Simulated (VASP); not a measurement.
SnW, 2 atoms in the cell. Symmetry: Pm-3m, No. 221, cubic system. The conventional cell has a = 3.331 Å, b = 3.331 Å, c = 3.331 Å, α = 90.00°, β = 90.00°, γ = 90.00°. Within 3.8 Å of Sn (site symmetry m-3m) lie 8 W at 2.88 Å and 6 Sn at 3.33 Å. Within 3.8 Å of W (site symmetry m-3m) lie 8 Sn at 2.88 Å and 6 W at 3.33 Å. The cell was generated, and may not be a known phase.

- Program: VASP 6.6.1
- Task: single point
- Functional: PBE
- Potentials or basis: VASP PAW PBE potentials, release 64 (Sn_d, W_sv)
- Cutoff: 520 eV
- k mesh: 16 × 16 × 16
- Occupations: gaussian, width 0.1 eV
- Spin: no spin polarisation
- Dipole correction: no
- Further INCAR settings: ALGO = Fast; EDIFF = 1e-06; NBANDS = 21

Potentials or basis: VASP PAW PBE potentials, release 64 (Sn_d, W_sv).

Run with:

```console
$ cat potpaw_PBE.64/Sn_d/POTCAR potpaw_PBE.64/W_sv/POTCAR > POTCAR
$ mpirun -np 1 vasp_std > vasp.out
```

Hardware: 1 thread of Intel Xeon 8259CL, with other jobs on the host.

Task: How long does it take, and how much memory?

Result: Wall time 3.8 min on 1 thread of Intel Xeon 8259CL, with other jobs on the host, peak memory 0.25 GiB. Counts: scf iterations 15, k points 165.
